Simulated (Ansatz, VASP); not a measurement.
**One calculation of SrTl2Zn2, two programs**

The input INCAR:

```
SYSTEM = SrTl2Zn2
ALGO     = Fast           ! electronic algorithm
EDIFF    = 1E-7           ! SCF threshold, eV
ENCUT    = 520            ! plane-wave cutoff, eV
GGA      = PE             ! functional
ISIF     = 2              ! what is computed and relaxed
ISMEAR   = 0              ! smearing method
LASPH    = .True.         ! aspherical terms in the spheres
LCHARG   = .False.        ! write CHGCAR
LREAL    = .False.        ! projectors in reciprocal space
LWAVE    = .False.        ! write WAVECAR
NBANDS   = 38             ! bands
NELM     = 100            ! most SCF steps
PREC     = Accurate       ! precision mode
SIGMA    = 0.1            ! smearing width, eV
```

Contents of KPOINTS:

```
k-points
0
Gamma
  4 4 4
  0 0 0
```

The input POSCAR:

```
SrTl2Zn2
1.0
    2.7405883500     -3.6142164300      0.0000000000
    2.7405883500      3.6142164300      0.0000000000
    0.0000000000      0.0000000000      6.9412592800
Sr Zn Tl
1 2 2
Direct
    0.0000000000      0.0000000000      0.0000000000
    0.2148322900      0.2148322900      0.5000000000
    0.7851677100      0.7851677100      0.5000000000
    0.2843968800      0.7156031200      0.5000000000
    0.7156031200      0.2843968800      0.5000000000
```

Input for Ansatz:

```yaml
crystal:
  lattice:
    - [2.74058835, -3.61421643, 0.0]
    - [2.74058835, 3.61421643, 0.0]
    - [0.0, 0.0, 6.94125928]
  atoms:
    - { symbol: Sr, position: [0.0, 0.0, 0.0] }
    - { symbol: Zn, position: [0.21483229, 0.21483229, 0.5] }
    - { symbol: Zn, position: [0.78516771, 0.78516771, 0.5] }
    - { symbol: Tl, position: [0.28439688, 0.71560312, 0.5] }
    - { symbol: Tl, position: [0.71560312, 0.28439688, 0.5] }
basis:
  ecutwfc: 420
kpoints:
  mp_grid: { grid: [4, 4, 4] }
hamiltonian:
  xc: pbe
scf:
  occupations: { method: gaussian, width: 0.1 }
  lower_state_search: "off"
output:
  forces: true
  stress: true
  eigenvalues: true
```

Alike in both runs: task single point; functional PBE; k mesh 4 × 4 × 4; occupations gaussian, width 0.1 eV; no spin polarisation.

|  | VASP | Ansatz |
| --- | --- | --- |
| version | VASP 6.6.1 | Ansatz 0.2.0 |
| potentials or method | VASP PAW PBE potentials, release 64 (Sr_sv, Zn, Tl_d), cutoff 520 eV | scalar-relativistic, plane waves, PAW |
| valence electrons in the cell | 60 | 60 |

|  | VASP | Ansatz | Ansatz less VASP |
| --- | --- | --- | --- |
| gap on the k mesh at the Fermi level (eV) | none | none | - |
| rms of the force components (eV/Å) | 1.895 | 1.855 | -0.0407 |

Atom by atom the forces differ by 0.041 eV/Å (rms over components). A gap of «none» marks a metal or a gap that the smearing closes. With one functional, cell and mesh, what is left measures potentials, basis and numerics.

Neither program's run includes spin-orbit coupling.
